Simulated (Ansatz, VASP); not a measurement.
## Two plane-wave programs on AlCu3

```xyz
8
Lattice="5.0805 0.0000 0.0000 -2.5403 4.3998 0.0000 0.0000 0.0000 4.1298" Properties=species:S:1:pos:R:3 pbc="T T T"
Al    2.5403    1.4666    1.0324
Al    0.0000    2.9332    3.0973
Cu    1.2588    0.7268    3.0973
Cu    3.8217    0.7268    3.0973
Cu    2.5403    2.9463    3.0973
Cu    1.2815    3.6731    1.0324
Cu   -1.2815    3.6731    1.0324
Cu    0.0000    1.4535    1.0324
```

Alike in both runs: functional LDA; k mesh 12 × 12 × 8; occupations gaussian, width 0.1 eV; no spin polarisation.

Ansatz relaxed the structure, and its values are those at the end. VASP's run is a single point on that final structure, the one shown.

|  | VASP | Ansatz |
| --- | --- | --- |
| version | VASP 6.6.1 | Ansatz 0.2.0 |
| potentials or method | VASP PAW LDA potentials, release 64 (Al, Cu), cutoff 520 eV | scalar-relativistic, plane waves, PAW |
| valence electrons in the cell | 72 | 120 |

|  | VASP | Ansatz | Ansatz less VASP |
| --- | --- | --- | --- |
| gap on the k mesh at the Fermi level (eV) | none | none | - |
| pressure (GPa) | 0.6 | 0.0 | -0.57 |

LDA's correlation is that of Perdew and Zunger in VASP and of Perdew and Wang (1992) in Ansatz. A gap of «none» marks a metal or a gap that the smearing closes. VASP's potentials hold 72 valence electrons a cell and Ansatz's 120, so a difference there can come from the potentials and not from the codes.
